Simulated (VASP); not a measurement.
# PbF2 (Fluorocronite) (Fm-3m) in VASP: settings compared

The runs below take PbF2 (Fluorocronite) through single point, relaxation of cell and atoms, with LDA, PBEsol, PBE.

All numbers are computed with VASP 6.6.1; they aren't measurements. Logs are shortened: lines on timing, memory, paths and dates and some standing lists are left out, and cuts for length are marked.

## (1) The cell of the first run

Symmetry: Fm-3m, No. 225, cubic system. The conventional cell has a = 5.812 Å, b = 5.812 Å, c = 5.812 Å, α = 90.00°, β = 90.00°, γ = 90.00°. Within 3.3 Å of Pb (site symmetry m-3m) lie 8 F at 2.52 Å. F (site symmetry -43m) has 4 Pb at 2.52 Å and 6 F at 2.91 Å within 3.3 Å.

## (2) Single point, LDA

Contents of INCAR:

```
  PREC = Accurate
  ENCUT = 520
  EDIFF = 1E-7
  ISMEAR = 0
  SIGMA = 0.01
  LREAL = F
  LASPH = T
  NELM = 80
  ALGO = Normal
  ISIF = 2
  LWAVE = F
  LCHARG = T
  LELF = T
  LVHAR = T
  NBANDS = 21
```

Contents of KPOINTS:

```
regular mesh
0
Gamma
  5 5 5
```

Contents of POSCAR:

```
PbF2
1.0
    0.0000000000      2.9058858110      2.9058858110
    2.9058858110      0.0000000000      2.9058858110
    2.9058858110      2.9058858110      0.0000000000
Pb F
1 2
Direct
    0.0000000000      0.0000000000      0.0000000000
    0.2500000000      0.2500000000      0.2500000000
    0.7500000000      0.7500000000      0.7500000000
```

Potentials or basis: VASP PAW LDA potentials, release 64 (Pb_d, F).

On the command line:

```console
$ cat potpaw_LDA.64/Pb_d/POTCAR potpaw_LDA.64/F/POTCAR > POTCAR
$ mpirun -np 1 vasp_std > vasp.out
```

OUTCAR:

```text
PREC = Accurate
   ENCUT = 520
   EDIFF = 1E-7
   ISMEAR = 0
   LREAL = F
   LASPH = T
   NELM = 80
   ISIF = 2

 ion  position               nearest neighbor table
   1  0.000  0.000  0.000-   3 2.52   3 2.52   3 2.52   2 2.52   2 2.52   2 2.52   3 2.52   2 2.52

   2  0.250  0.250  0.250-   1 2.52   1 2.52   1 2.52   1 2.52
   3  0.750  0.750  0.750-   1 2.52   1 2.52   1 2.52   1 2.52

  LATTYP: Found a face centered cubic cell.
 ALAT       =     5.8117716220

  Lattice vectors:

 A1 = (   0.0000000000,   2.9058858110,   2.9058858110)
 A2 = (   2.9058858110,   0.0000000000,   2.9058858110)
 A3 = (   2.9058858110,   2.9058858110,   0.0000000000)

Analysis of symmetry for initial positions (statically):
=====================================================================
 Subroutine PRICEL returns:
 Original cell was already a primitive cell.

 Routine SETGRP: Setting up the symmetry group for a
 face centered cubic supercell.

 Subroutine GETGRP returns: Found 48 space group operations
[... 9 lines left out ...]

 Routine SETGRP: Setting up the symmetry group for a
 face centered cubic supercell.

 Subroutine GETGRP returns: Found 48 space group operations
[... 11 lines left out ...]
                                     Primitive cell

  volume of cell :      49.0756

  direct lattice vectors                    reciprocal lattice vectors
     0.000000000  2.905885811  2.905885811    -0.172064573  0.172064573  0.172064573
     2.905885811  0.000000000  2.905885811     0.172064573 -0.172064573  0.172064573
     2.905885811  2.905885811  0.000000000     0.172064573  0.172064573 -0.172064573

  length of vectors
     4.109543125  4.109543125  4.109543125     0.298024582  0.298024582  0.298024582

  position of ions in fractional coordinates (direct lattice)
     0.000000000  0.000000000  0.000000000
     0.250000000  0.250000000  0.250000000
     0.750000000  0.750000000  0.750000000

  ion indices of the primitive-cell ions
   primitive index   ion index
                 1           1
                 2           2
                 3           3

----------------------------------------------------------------------------------------

 KPOINTS: regular mesh

Automatic generation of k-mesh.
 Grid dimensions read from file:
 generate k-points for:    5    5    5

 Generating k-lattice:

  Cartesian coordinates                     Fractional coordinates (reciprocal lattice)
    -0.034412915  0.034412915  0.034412915     0.200000000  0.000000000  0.000000000
     0.034412915 -0.034412915  0.034412915     0.000000000  0.200000000  0.000000000
     0.034412915  0.034412915 -0.034412915     0.000000000  0.000000000  0.200000000

  Length of vectors
     0.059604916  0.059604916  0.059604916

  Shift w.r.t. Gamma in fractional coordinates (k-lattice)
     0.000000000  0.000000000  0.000000000

 Subroutine IBZKPT returns following result:
 ===========================================

 Found     10 irreducible k-points:

 Following reciprocal coordinates:
            Coordinates               Weight
  0.000000  0.000000  0.000000      1.000000
  0.200000  0.000000  0.000000      8.000000
  0.400000  0.000000  0.000000      8.000000
  0.200000  0.200000  0.000000      6.000000
  0.400000  0.200000  0.000000     24.000000
 -0.400000  0.200000  0.000000     24.000000
 -0.200000  0.200000  0.000000     12.000000
  0.400000  0.400000  0.000000      6.000000
 -0.400000  0.400000  0.000000     12.000000
 -0.400000  0.400000  0.200000     24.000000
   k-points           NKPTS =     10   k-points in BZ     NKDIM =     10   number of bands    NBANDS=     21
   number of dos      NEDOS =    301   number of ions     NIONS =      3
   total plane-waves  NPLWV =  32768
   dimension x,y,z NGX =    32 NGY =   32 NGZ =   32
   dimension x,y,z NGXF=    64 NGYF=   64 NGZF=   64
   ions per type =               1   2
   NGX,Y,Z   is equivalent  to a cutoff of  12.95, 12.95, 12.95 a.u.
   NGXF,Y,Z  is equivalent  to a cutoff of  25.89, 25.89, 25.89 a.u.
 SYSTEM =  unknown system
   PREC   = accura    normal or accurate (medium, high low for compatibility)
   ISTART =      0    job   : 0-new  1-cont  2-samecut
   ICHARG =      2    charge: 1-file 2-atom 10-const
   ISPIN  =      1    spin polarized calculation?
   LNONCOLLINEAR =      F non collinear calculations
   LSORBIT =      F    spin-orbit coupling
   LASPH  =      T    aspherical Exc in radial PAW
   ENCUT  =  520.0 eV  38.22 Ry    6.18 a.u.   7.64  7.64  7.64*2*pi/ulx,y,z
   NELM   =     80;   NELMIN=  2; NELMDL= -5     # of ELM steps
   EDIFF  = 0.1E-06   stopping-criterion for ELM
   LREAL  =      F    real-space projection
   EDIFFG = 0.1E-05   stopping-criterion for IOM
   NSW    =      0    number of steps for IOM
   IBRION =     -1    ionic relax: 0-MD 1-quasi-New 2-CG
   NFREE  =      0    steps in history (QN), initial steepest desc. (CG)
   ISIF   =      2    stress and relaxation
   ISYM   =      2    0-nonsym 1-usesym 2-fastsym
   POTIM  = 0.5000    time-step for ionic-motion
   TEBEG  =    0.0;   TEEND  =   0.0 temperature during run
   PSTRESS=    0.0 pullay stress
   NELECT =      28.0000    total number of electrons
   NUPDOWN=      -1.0000    fix difference up-down
   EMIN   =  10.00;   EMAX   =-10.00  energy-range for DOS
   EFERMI =   0.00;   METHOD = LEGACY
   ISMEAR =     0;   SIGMA  =   0.01  broadening in eV -4-tet -1-fermi 0-gaus
   EFERMI_NEDOS =   21; number of points for ismear=-14 and -15
   IALGO  =     38    algorithm
   IMIX   =      4    mixing-type and parameters
     AMIX     =   0.40;   BMIX     =  1.00
     AMIX_MAG =   1.60;   BMIX_MAG =  1.00
  volume/ion in A,a.u.               =      16.36       110.39
  Fermi-wavevector in a.u.,A,eV,Ry     =   1.357810  2.565889 25.084349  1.843648
  Thomas-Fermi vector in A             =   2.484697
   LORBIT       =      0    0 simple, 1 ext, 2 COOP (PROOUT), +10 PAW based schemes
   GGA     = CA    functional components
   LHFCALC =     F    Hartree Fock is set to
   AEXX    =    0.0000 exact exchange contribution
   IVDW    =     0    specifies the selected vdW correction
   LEPSILON=     F    determine dielectric tensor
   LRPA    =     F    only Hartree local field effects (RPA)
 non-spin polarized calculation
 Gauss-broadening in eV      SIGMA  =   0.01
  energy-cutoff  :      520.00
  volume of cell :       49.08
 maximum number of plane-waves:      1363
   NGX = 15   NGY = 15   NGZ = 15

 number of electron      27.9999985 magnetization

 Free energy of the ion-electron system (eV)
  ---------------------------------------------------
  ext. energy  EPLUGINS =         0.00000000
  ---------------------------------------------------
  free energy    TOTEN  =       -15.95440944 eV

  energy without entropy =      -15.95440944  energy(sigma->0) =      -15.95440944

 E-fermi :   2.3400     XC(G=0): -10.3623

 val. band max:        2.2070314907   @ k =  -0.4000   0.2000   0.0000
 cond. band min:       6.5137353980   @ k =   0.4000   0.4000   0.0000
 fundamental gap:      4.3067039073
 Fermi energy:         2.3400114990

 k-point     1 :       0.0000    0.0000    0.0000
  band No.  band energies     occupation
      1     -18.9536      2.00000
      2     -18.1621      2.00000
      3     -12.1681      2.00000
      4     -12.1681      2.00000
      5     -12.1681      2.00000
      6     -12.0632      2.00000
[... 13 lines left out ...]
     20      17.2122      0.00000
     21      19.8620      0.00000

 k-point     2 :       0.2000    0.0000    0.0000
  band No.  band energies     occupation
      1     -18.8597      2.00000
      2     -18.2478      2.00000
      3     -12.1492      2.00000
      4     -12.1492      2.00000
      5     -12.0636      2.00000
      6     -12.0617      2.00000
[... 13 lines left out ...]
     20      16.4042      0.00000
     21      18.3928      0.00000

 k-point     3 :       0.4000    0.0000    0.0000
  band No.  band energies     occupation
      1     -18.6599      2.00000
      2     -18.4271      2.00000
      3     -12.1361      2.00000
      4     -12.1361      2.00000
      5     -12.0412      2.00000
      6     -12.0412      2.00000
[... 13 lines left out ...]
     20      15.8302      0.00000
     21      16.8188      0.00000

 k-point     4 :       0.2000    0.2000    0.0000
  band No.  band energies     occupation
      1     -18.8326      2.00000
      2     -18.2706      2.00000
      3     -12.1274      2.00000
      4     -12.1274      2.00000
      5     -12.0796      2.00000
      6     -12.0520      2.00000
[... 13 lines left out ...]
     20      17.5469      0.00000
     21      18.5357      0.00000

 k-point     5 :       0.4000    0.2000    0.0000
  band No.  band energies     occupation
      1     -18.6819      2.00000
      2     -18.3999      2.00000
      3     -12.1046      2.00000
      4     -12.1040      2.00000
      5     -12.0604      2.00000
      6     -12.0374      2.00000
[... 13 lines left out ...]
     20      17.9785      0.00000
     21      18.4871      0.00000

 k-point     6 :      -0.4000    0.2000    0.0000
  band No.  band energies     occupation
      1     -18.5732      2.00000
      2     -18.4985      2.00000
      3     -12.1050      2.00000
      4     -12.1002      2.00000
      5     -12.0460      2.00000
      6     -12.0111      2.00000
[... 13 lines left out ...]
     20      17.7227      0.00000
     21      18.9126      0.00000

 k-point     7 :      -0.2000    0.2000    0.0000
  band No.  band energies     occupation
      1     -18.7369      2.00000
      2     -18.3552      2.00000
      3     -12.1226      2.00000
      4     -12.1087      2.00000
      5     -12.0711      2.00000
      6     -12.0347      2.00000
[... 13 lines left out ...]
     20      17.1627      0.00000
     21      19.4313      0.00000

 k-point     8 :       0.4000    0.4000    0.0000
  band No.  band energies     occupation
      1     -18.6272      2.00000
      2     -18.4372      2.00000
      3     -12.1104      2.00000
      4     -12.0588      2.00000
      5     -12.0588      2.00000
      6     -12.0341      2.00000
[... 13 lines left out ...]
     20      18.3680      0.00000
     21      19.4644      0.00000

 k-point     9 :      -0.4000    0.4000    0.0000
  band No.  band energies     occupation
      1     -18.5655      2.00000
      2     -18.4914      2.00000
      3     -12.1050      2.00000
      4     -12.0569      2.00000
      5     -12.0415      2.00000
      6     -12.0063      2.00000
[... 13 lines left out ...]
     20      17.8694      0.00000
     21      18.7107      0.00000

 k-point    10 :      -0.4000    0.4000    0.2000
  band No.  band energies     occupation
      1     -18.5758      2.00000
      2     -18.4869      2.00000
      3     -12.0954      2.00000
      4     -12.0624      2.00000
      5     -12.0547      2.00000
      6     -11.9899      2.00000
[... 13 lines left out ...]
     20      18.1194      0.00000
     21      18.8888      0.00000

------------------------ aborting loop because EDIFF is reached ----------------------------------------

  FORCE on cell =-STRESS in cart. coord.  units (eV):
  Direction    XX          YY          ZZ          XY          YZ          ZX
  --------------------------------------------------------------------------------------
  -------------------------------------------------------------------------------------
  Total        0.0085226      0.0085226      0.0085226      0.0000000      0.0000000     -0.0000000
  in kB        0.2782380      0.2782380      0.2782380      0.0000000      0.0000000     -0.0000000
  external PRESSURE =       0.2782380 kB  Pullay stress =       0.0000000 kB

 VOLUME and BASIS-vectors are now :
 -----------------------------------------------------------------------------
  energy-cutoff  :      520.00
  volume of cell :       49.08
      direct lattice vectors                 reciprocal lattice vectors
     0.000000000  2.905885811  2.905885811    -0.172064573  0.172064573  0.172064573
     2.905885811  0.000000000  2.905885811     0.172064573 -0.172064573  0.172064573
     2.905885811  2.905885811  0.000000000     0.172064573  0.172064573 -0.172064573

 POSITION                                       TOTAL-FORCE (eV/Angst)
 -----------------------------------------------------------------------------------
      0.00000      0.00000      0.00000        -0.000000      0.000000      0.000000
      1.45294      1.45294      1.45294         0.000000      0.000000     -0.000000
      4.35883      4.35883      4.35883        -0.000000     -0.000000      0.000000
 -----------------------------------------------------------------------------------
    total drift:                                0.000000     -0.000000      0.000000

  FREE ENERGIE OF THE ION-ELECTRON SYSTEM (eV)
  ---------------------------------------------------
  free  energy   TOTEN  =       -15.9544094440 eV

  energy  without entropy=      -15.9544094440  energy(sigma->0) =      -15.95440944
```

Wall time 4.7 s (1 thread of Intel Xeon 6975P-C (Granite Rapids), shared host); peak memory 0.15 GiB.

Results:

| Quantity | Value |
| --- | --- |
| Free energy | -15.9544 eV |
| Pressure | 0.0 GPa |
| Band gap on the k mesh | 4.31 eV, indirect (least direct gap 4.58 eV) |

Levels at points of the mesh, in eV from the valence-band top:
| k point | band 11 | band 12 | band 13 | band 14 | band 15 | band 16 | band 17 | band 18 |
| --- | --- | --- | --- | --- | --- | --- | --- | --- |
| (0.00, 0.00, 0.00) | -2.84 | -2.33 | -2.33 | -2.33 | 6.67 | 6.67 | 6.67 | 10.45 |

Caveat: spin-orbit coupling is left out, which moves the levels of the heavy elements. A k mesh can miss the band edges.

(Part 1 of 3 ends here.)
